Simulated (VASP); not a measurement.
# SnSe (I4/mmm) in VASP: notebook

SnSe is run at these levels: LDA; tasks: single point.

Everything below comes from runs of VASP 6.6.1. Logs are shortened: lines on timing, memory, paths and dates and some standing lists are left out, and cuts for length are marked.

## Step 1: The cell of the first run

The structure is tetragonal, space group I4/mmm (No. 139). The conventional cell has a = 4.167 Å, b = 4.167 Å, c = 5.864 Å, α = 90.00°, β = 90.00°, γ = 90.00°. Sn (site symmetry 4/mmm) has 6 Se at 2.93 to 2.95 Å within 3.9 Å. Se (site symmetry 4/mmm) has 6 Sn at 2.93 to 2.95 Å within 3.9 Å.

## Step 2: Single point, LDA (strain -0.0050 x Voigt [0, 1, 0, 0, 0, 0])

INCAR

```
SYSTEM = SnSe
PREC = Accurate
ENCUT = 520
EDIFF = 1E-6
ISMEAR = 0
SIGMA = 0.05
LREAL = .False.
LASPH = .True.
NELM = 60
ALGO = Normal
ISIF = 2
LWAVE = .False.
LCHARG = .True.
LELF = .True.
LVHAR = .True.
NBANDS = 17
```

KPOINTS

```
regular mesh
0
Gamma
  8 8 8
  0 0 0
```

POSCAR

```
SnSe
1.0
    0.0000000000      2.9319145312      2.9466477701
    2.9466477701      0.0000000000      2.9466477701
    2.9466477701      2.9319145312      0.0000000000
Sn Se
1 1
Direct
    0.0000000000      0.0000000000      0.0000000000
    0.5000000000      0.5000000000      0.5000000000
```

Potentials or basis: VASP PAW LDA potentials, release 64 (Sn_d, Se).

Started as:

```bash
$ cat potpaw_LDA.64/Sn_d/POTCAR potpaw_LDA.64/Se/POTCAR > POTCAR
$ mpirun -np 1 vasp_std > vasp.out
```

OUTCAR:

```text
SYSTEM = SnSe
   PREC = Accurate
   ENCUT = 520
   EDIFF = 1E-6
   ISMEAR = 0
   LREAL = .False.
   LASPH = .True.
   NELM = 60
   ISIF = 2

 ion  position               nearest neighbor table
   1  0.000  0.000  0.000-   2 2.93   2 2.93   2 2.95   2 2.95   2 2.95   2 2.95
   2  0.500  0.500  0.500-   1 2.93   1 2.93   1 2.95   1 2.95   1 2.95   1 2.95

  LATTYP: Found a body centered tetragonal cell.
 ALAT       =     4.1671892400
 C/A-ratio  =     1.4071424945

  Lattice vectors:

 A1 = (   0.0000000000,  -2.9319145312,   2.9466477701)
 A2 = (   0.0000000000,  -2.9319145312,  -2.9466477701)
 A3 = (   2.9466477701,   2.9319145312,   0.0000000000)

Analysis of symmetry for initial positions (statically):
=====================================================================
 Subroutine PRICEL returns:
 Original cell was already a primitive cell.

 Routine SETGRP: Setting up the symmetry group for a
 body centered tetragonal supercell.

 Subroutine GETGRP returns: Found 16 space group operations
 (whereof 16 operations were pure point group operations)
 out of a pool of 16 trial point group operations.

The static configuration has the point symmetry D_4h.

Analysis of symmetry for dynamics (positions and initial velocities):
=====================================================================
 Subroutine PRICEL returns:
 Original cell was already a primitive cell.

 Routine SETGRP: Setting up the symmetry group for a
 body centered tetragonal supercell.

 Subroutine GETGRP returns: Found 16 space group operations
 (whereof 16 operations were pure point group operations)
 out of a pool of 16 trial point group operations.

The dynamic configuration has the point symmetry D_4h.

 Subroutine INISYM returns: Found 16 space group operations
 (whereof 16 operations are pure point group operations),
 and found     1 'primitive' translations

----------------------------------------------------------------------------------------

                                     Primitive cell

  volume of cell :      50.9141

  direct lattice vectors                    reciprocal lattice vectors
     0.000000000  2.931914531  2.946647770    -0.169684346  0.170537031  0.169684346
     2.946647770  0.000000000  2.946647770     0.169684346 -0.170537031  0.169684346
     2.946647770  2.931914531  0.000000000     0.169684346  0.170537031 -0.169684346

  length of vectors
     4.156784322  4.167189240  4.156784322     0.294395030  0.294395030  0.294395030

  position of ions in fractional coordinates (direct lattice)
     0.000000000  0.000000000  0.000000000
     0.500000000  0.500000000  0.500000000

  ion indices of the primitive-cell ions
   primitive index   ion index
                 1           1
                 2           2

----------------------------------------------------------------------------------------

 KPOINTS: regular mesh

Automatic generation of k-mesh.
 Grid dimensions read from file:
 generate k-points for:    8    8    8

 Generating k-lattice:

  Cartesian coordinates                     Fractional coordinates (reciprocal lattice)
    -0.021210543  0.021317129  0.021210543     0.125000000  0.000000000  0.000000000
     0.021210543 -0.021317129  0.021210543     0.000000000  0.125000000  0.000000000
     0.021210543  0.021317129 -0.021210543     0.000000000  0.000000000  0.125000000

  Length of vectors
     0.036799379  0.036799379  0.036799379

  Shift w.r.t. Gamma in fractional coordinates (k-lattice)
     0.000000000  0.000000000  0.000000000

 Subroutine IBZKPT returns following result:
 ===========================================

 Found     59 irreducible k-points:

 Following reciprocal coordinates:
            Coordinates               Weight
  0.000000  0.000000  0.000000      1.000000
  0.125000  0.000000 -0.000000      8.000000
  0.250000  0.000000 -0.000000      8.000000
  0.375000  0.000000  0.000000      8.000000
  0.500000  0.000000 -0.000000      4.000000
  0.125000  0.125000  0.000000      4.000000
[... 16 lines left out ...]
  0.250000  0.000000  0.125000      8.000000
  0.375000  0.000000  0.125000      8.000000
 [... further k-points ...]
   k-points           NKPTS =     59   k-points in BZ     NKDIM =     59   number of bands    NBANDS=     17
   number of dos      NEDOS =    301   number of ions     NIONS =      2
   total plane-waves  NPLWV =  32768
   dimension x,y,z NGX =    32 NGY =   32 NGZ =   32
   dimension x,y,z NGXF=    64 NGYF=   64 NGZF=   64
   ions per type =               1   1
   NGX,Y,Z   is equivalent  to a cutoff of  12.80, 12.77, 12.80 a.u.
   NGXF,Y,Z  is equivalent  to a cutoff of  25.60, 25.53, 25.60 a.u.
 SYSTEM =  SnSe
   PREC   = accura    normal or accurate (medium, high low for compatibility)
   ISTART =      0    job   : 0-new  1-cont  2-samecut
   ICHARG =      2    charge: 1-file 2-atom 10-const
   ISPIN  =      1    spin polarized calculation?
   LNONCOLLINEAR =      F non collinear calculations
   LSORBIT =      F    spin-orbit coupling
   LASPH  =      T    aspherical Exc in radial PAW
   ENCUT  =  520.0 eV  38.22 Ry    6.18 a.u.   7.73  7.75  7.73*2*pi/ulx,y,z
   NELM   =     60;   NELMIN=  2; NELMDL= -5     # of ELM steps
   EDIFF  = 0.1E-05   stopping-criterion for ELM
   LREAL  =      F    real-space projection
[... 7 lines left out ...]
   TEBEG  =    0.0;   TEEND  =   0.0 temperature during run
   PSTRESS=    0.0 pullay stress
   NELECT =      20.0000    total number of electrons
   NUPDOWN=      -1.0000    fix difference up-down
   EMIN   =  10.00;   EMAX   =-10.00  energy-range for DOS
   EFERMI =   0.00;   METHOD = LEGACY
   ISMEAR =     0;   SIGMA  =   0.05  broadening in eV -4-tet -1-fermi 0-gaus
   EFERMI_NEDOS =   21; number of points for ismear=-14 and -15
   IALGO  =     38    algorithm
   IMIX   =      4    mixing-type and parameters
     AMIX     =   0.40;   BMIX     =  1.00
     AMIX_MAG =   1.60;   BMIX_MAG =  1.00
  volume/ion in A,a.u.               =      25.46       171.79
  Fermi-wavevector in a.u.,A,eV,Ry     =   1.198962  2.265710 19.558524  1.437511
  Thomas-Fermi vector in A             =   2.334838
   LORBIT       =      0    0 simple, 1 ext, 2 COOP (PROOUT), +10 PAW based schemes
   GGA     = CA    functional components
   LHFCALC =     F    Hartree Fock is set to
   AEXX    =    0.0000 exact exchange contribution
   IVDW    =     0    specifies the selected vdW correction
   LEPSILON=     F    determine dielectric tensor
   LRPA    =     F    only Hartree local field effects (RPA)
 non-spin polarized calculation
 Gauss-broadening in eV      SIGMA  =   0.05
  energy-cutoff  :      520.00
  volume of cell :       50.91
 maximum number of plane-waves:      1384
   NGX = 15   NGY = 15   NGZ = 15

 number of electron      19.9999996 magnetization

 Free energy of the ion-electron system (eV)
  ---------------------------------------------------
  ext. energy  EPLUGINS =         0.00000000
  ---------------------------------------------------
  free energy    TOTEN  =        -9.50886265 eV

  energy without entropy =       -9.50886265  energy(sigma->0) =       -9.50886265

 E-fermi :   6.4057     XC(G=0): -10.1904

 val. band max:        6.1129188753   @ k =  -0.2500   0.1250   0.0000
 cond. band min:       6.8662085424   @ k =  -0.3750   0.0000   0.1250
 fundamental gap:      0.7532896671
 Fermi energy:         6.4057490860

 k-point     1 :       0.0000    0.0000    0.0000
  band No.  band energies     occupation
      1     -15.2748      2.00000
      2     -15.2731      2.00000
      3     -15.2693      2.00000
      4     -15.2683      2.00000
      5     -15.2683      2.00000
      6      -8.1321      2.00000
[... 9 lines left out ...]
     16      12.0349      0.00000
     17      14.2530      0.00000

 k-point     2 :       0.1250    0.0000   -0.0000
  band No.  band energies     occupation
      1     -15.2759      2.00000
      2     -15.2744      2.00000
      3     -15.2683      2.00000
      4     -15.2666      2.00000
      5     -15.2662      2.00000
      6      -8.0075      2.00000
[... 9 lines left out ...]
     16      12.4159      0.00000
     17      15.5509      0.00000

 k-point     3 :       0.2500    0.0000   -0.0000
  band No.  band energies     occupation
      1     -15.2795      2.00000
      2     -15.2784      2.00000
      3     -15.2672      2.00000
      4     -15.2608      2.00000
      5     -15.2601      2.00000
      6      -7.6680      2.00000
[... 9 lines left out ...]
     16      13.4155      0.00000
     17      17.8539      0.00000

 k-point     4 :       0.3750    0.0000    0.0000
  band No.  band energies     occupation
      1     -15.2834      2.00000
      2     -15.2824      2.00000
      3     -15.2662      2.00000
      4     -15.2546      2.00000
      5     -15.2539      2.00000
      6      -7.2476      2.00000
[... 9 lines left out ...]
     16      14.9623      0.00000
     17      17.9837      0.00000

 k-point     5 :       0.5000    0.0000   -0.0000
  band No.  band energies     occupation
      1     -15.2851      2.00000
      2     -15.2841      2.00000
      3     -15.2658      2.00000
      4     -15.2521      2.00000
      5     -15.2512      2.00000
      6      -7.0352      2.00000
[... 9 lines left out ...]
     16      16.5532      0.00000
     17      16.5796      0.00000

 k-point     6 :       0.1250    0.1250    0.0000
  band No.  band energies     occupation
      1     -15.2787      2.00000
      2     -15.2720      2.00000
      3     -15.2697      2.00000
      4     -15.2660      2.00000
      5     -15.2648      2.00000
      6      -7.9663      2.00000
[... 9 lines left out ...]
     16      13.1580      0.00000
     17      14.7338      0.00000
[... 281 lines left out ...]
 k-point    21 :       0.5000    0.5000    0.0000
  band No.  band energies     occupation
      1     -15.3164      2.00000
      2     -15.2775      2.00000
      3     -15.2632      2.00000
      4     -15.2457      2.00000
      5     -15.2437      2.00000
      6      -6.6939      2.00000
[... 9 lines left out ...]
     16      18.4415      0.00000
     17      19.0614      0.00000

 k-point    22 :       0.1250    0.0000    0.1250
  band No.  band energies     occupation
      1     -15.2773      2.00000
      2     -15.2732      2.00000
      3     -15.2707      2.00000
      4     -15.2648      2.00000
      5     -15.2648      2.00000
      6      -7.9641      2.00000
[... 9 lines left out ...]
     16      13.1447      0.00000
     17      14.6845      0.00000

 k-point    23 :       0.2500    0.0000    0.1250
  band No.  band energies     occupation
      1     -15.2823      2.00000
      2     -15.2742      2.00000
      3     -15.2705      2.00000
      4     -15.2609      2.00000
      5     -15.2593      2.00000
      6      -7.6931      2.00000
[... 9 lines left out ...]
     16      14.1497      0.00000
     17      16.0506      0.00000

 k-point    24 :       0.3750    0.0000    0.1250
  band No.  band energies     occupation
      1     -15.2867      2.00000
      2     -15.2780      2.00000
      3     -15.2679      2.00000
      4     -15.2569      2.00000
      5     -15.2530      2.00000
      6      -7.2908      2.00000
[... 9 lines left out ...]
     16      15.6091      0.00000
     17      17.9564      0.00000

 [... further k-points ...]
[... 5 lines left out ...]
  --------------------------------------------------------------------------------------
  -------------------------------------------------------------------------------------
  Total        0.0588410      0.2982895      0.0588410      0.0000000      0.0000000      0.0000000
  in kB        1.8516246      9.3866524      1.8516246      0.0000000      0.0000000      0.0000000
  external PRESSURE =       4.3633006 kB  Pullay stress =       0.0000000 kB

 VOLUME and BASIS-vectors are now :
 -----------------------------------------------------------------------------
  energy-cutoff  :      520.00
  volume of cell :       50.91
      direct lattice vectors                 reciprocal lattice vectors
     0.000000000  2.931914531  2.946647770    -0.169684346  0.170537031  0.169684346
     2.946647770  0.000000000  2.946647770     0.169684346 -0.170537031  0.169684346
     2.946647770  2.931914531  0.000000000     0.169684346  0.170537031 -0.169684346

 POSITION                                       TOTAL-FORCE (eV/Angst)
 -----------------------------------------------------------------------------------
      0.00000      0.00000      0.00000         0.000000      0.000000      0.000000
      2.94665      2.93191      2.94665         0.000000     -0.000000      0.000000
 -----------------------------------------------------------------------------------
    total drift:                                0.000000     -0.000000     -0.000000

  FREE ENERGIE OF THE ION-ELECTRON SYSTEM (eV)
  ---------------------------------------------------
  free  energy   TOTEN  =        -9.5088626530 eV

  energy  without entropy=       -9.5088626530  energy(sigma->0) =       -9.50886265
```

Run time: 21 s. Hardware: 1 thread of AMD EPYC 9R45 (Zen 5), shared host; peak memory 0.15 GiB.

Results:

```yaml
Free_energy: -9.5089 eV
Pressure: 0.4 GPa
Band_gap_on_the_k_mesh: 0.75 eV, indirect (least direct gap 0.92 eV)
```

Stress tensor (GPa, compression positive):
```
0.19 0.00 0.00
0.00 0.94 0.00
0.00 0.00 0.19
```

Caveat: the cell differs from its parent crystal (strain -0.0050 x Voigt [0, 1, 0, 0, 0, 0]); spin-orbit coupling is left out, which moves the levels of the heavy elements. A k mesh can miss the band edges.

[end of part 1 of 2]
